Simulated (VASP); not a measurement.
Here is a VASP 6.6.1 calculation.

The input INCAR:

```
SYSTEM = BN
PREC     = Accurate       ! precision mode
ENCUT    = 600            ! plane-wave cutoff, eV
EDIFF    = 1E-6           ! SCF threshold, eV
ISMEAR   = 0              ! smearing method
SIGMA    = 0.01           ! smearing width, eV
LREAL    = .FALSE.        ! projectors in reciprocal space
LASPH    = .TRUE.         ! aspherical terms in the spheres
NELM     = 120            ! most SCF steps
ALGO     = Normal         ! electronic algorithm
ISIF     = 2              ! what is computed and relaxed
LWAVE    = .FALSE.        ! write WAVECAR
LCHARG   = .FALSE.        ! write CHGCAR
GGA      = PE             ! functional
NBANDS   = 11             ! bands
GGA_COMPAT= .FALSE.
```

Contents of KPOINTS:

```
regular mesh
0
G
  4 4 4
  0 0 0
```

The input POSCAR:

```
BN
1.0
    0.0000000000      1.7466500000      1.7466500000
    1.7466500000      0.0000000000      1.7466500000
    1.7466500000      1.7466500000      0.0000000000
B N
1 1
Direct
    0.0000000000      0.0000000000      0.0000000000
    0.2500000000      0.2500000000      0.2500000000
```

Potentials or basis: VASP PAW PBE potentials, release 64 (B, N).

Run with:

```bash
$ cat potpaw_PBE.64/B/POTCAR potpaw_PBE.64/N/POTCAR > POTCAR
$ mpirun -np 1 vasp_std > vasp.out
```

Task: Predict the band gap on the k mesh.

Result: 4.54 eV, indirect (least direct gap 9.28 eV).

Task: Estimate the pressure.

Result: 51.6 GPa.

Caveat: the k points lie up to 0.78 Å⁻¹ apart. PBE gaps usually lie below the measured ones, often by a third to a half.
